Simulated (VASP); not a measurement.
**TaN: single point with PBE**

The system is TaN.

```
Ta N
1.0
     3.02953    0.00000    0.00000
    -1.51477    2.62365    0.00000
     0.00000    0.00000    4.90684
Ta N
2 2
Direct
  0.33333 0.66667 0.00000
  0.66667 0.33333 0.50000
  0.33333 0.66667 0.38500
  0.66667 0.33333 0.88500
```

This cell differs from its parent crystal: volume scaled by 0.98.

```
Program             : VASP 6.6.1
Task                : single point
Functional          : PBE
Potentials or basis : VASP PAW PBE potentials, release 64 (Ta_pv, N)
Cutoff              : 520 eV
k mesh              : 9 × 9 × 5
Occupations         : fermi-dirac, width 0.01 eV
Spin                : no spin polarisation
```

```yaml
Pressure: 155.9 GPa
Largest_force: 2.420 eV/Å
Band_gap_on_the_k_mesh: zero (band 16 reaches 10.59 eV, above the bottom of band 17 at 8.32 eV)
```

Forces on the atoms (eV/Å):
```
Ta   0.000  0.000  2.420
Ta   0.000  0.000  2.420
N    0.000  0.000 -2.420
N    0.000  0.000 -2.420
```

Stress tensor (GPa, compression positive):
```
165.06   0.00   0.00
  0.00 165.06   0.00
  0.00   0.00 137.50
```

Levels at points of the mesh, in eV from the Fermi level:
| k point | band 14 | band 15 | band 16 | band 17 | band 18 | band 19 |
| --- | --- | --- | --- | --- | --- | --- |
| (0.00, 0.00, 0.00) | -7.59 | -0.88 | -0.88 | -0.33 | 2.19 | 2.71 |

It took 48 s on 1 thread of Intel Xeon 8259CL, with other jobs on the host, peak memory 0.17 GiB.

Caveat: spin-orbit coupling is left out, which moves the levels of the heavy elements; forces of over 1 eV/Å act on the atoms, so gaps and moduli don't describe the material at rest.
